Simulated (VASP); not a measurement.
The system is Cd.

```xyz
2
Lattice="0.0000 3.0400 3.0400 3.0400 0.0000 3.0400 3.0400 3.0400 0.0000" Properties=species:S:1:pos:R:3 pbc="T T T"
Cd    0.0000    0.0000    0.0000
Cd    1.5200    1.5200    1.5200
```

This isn't the form of Cd at room conditions, which is hcp.

| Quantity | Value |
| --- | --- |
| Program | VASP 6.6.1 |
| Task | relaxation of cell and atoms |
| Functional | LDA |
| Potentials or basis | VASP PAW LDA potentials, release 64 (Cd_sv_GW) |
| Cutoff | 630 eV |
| k mesh | 6 × 6 × 6 |
| Occupations | gaussian, width 0.1 eV |
| Spin | no spin polarisation |

At the start: pressure 4.7 GPa; volume 28.09 Å³/atom.

Task: Where does the relaxation end?

Result: Over 3 steps the energy falls by 43.5 meV/atom and the volume is 31.34 Å³/atom (+11.5 %); space group Fd-3m (No. 227, to 0.1 Å) before and after.

The path:
```
step  energy change (eV)  largest force (eV/Å)  pressure (GPa)  volume (Å³)
   1              0.0000                0.0000            4.73        56.19
   2             -0.0866                0.0000           -0.27        63.21
   3             -0.0870                0.0000            0.02        62.67
```

Final structure:
```
Cd
1.0
     0.00000    3.15270    3.15270
     3.15270    0.00000    3.15270
     3.15270    3.15270    0.00000
Cd
2
Direct
  0.00000 0.00000 0.00000
  0.25000 0.25000 0.25000
```
